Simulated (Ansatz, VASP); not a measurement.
**AlRu in VASP and in Ansatz**

```
Ru Al
1.0
     2.99160    0.00000    0.00000
     0.00000    2.99160    0.00000
     0.00000    0.00000    2.99160
Ru Al
1 1
Direct
  0.50000 0.50000 0.50000
  0.00000 0.00000 0.00000
```

Alike in both runs: task single point; functional PBE; k mesh 9 × 9 × 9; occupations gaussian, width 0.022 eV; no spin polarisation.

```csv
,VASP,Ansatz
version,VASP 6.6.1,Ansatz 0.2.0
potentials or method,"VASP PAW PBE potentials, release 64 (Ru_pv, Al)",Ansatz PAW
plane-wave cutoff (eV),520,420
valence electrons in the cell,17,19
```

```tsv
	VASP	Ansatz	Ansatz less VASP
gap on the k mesh at the Fermi level (eV)	none	none	-
pressure (GPa)	2.5	2.5	0.00
```

A gap of «none» marks a metal or a gap that the smearing closes. VASP's potentials hold 17 valence electrons a cell and Ansatz's 19, so a difference there can come from the potentials and not from the codes.
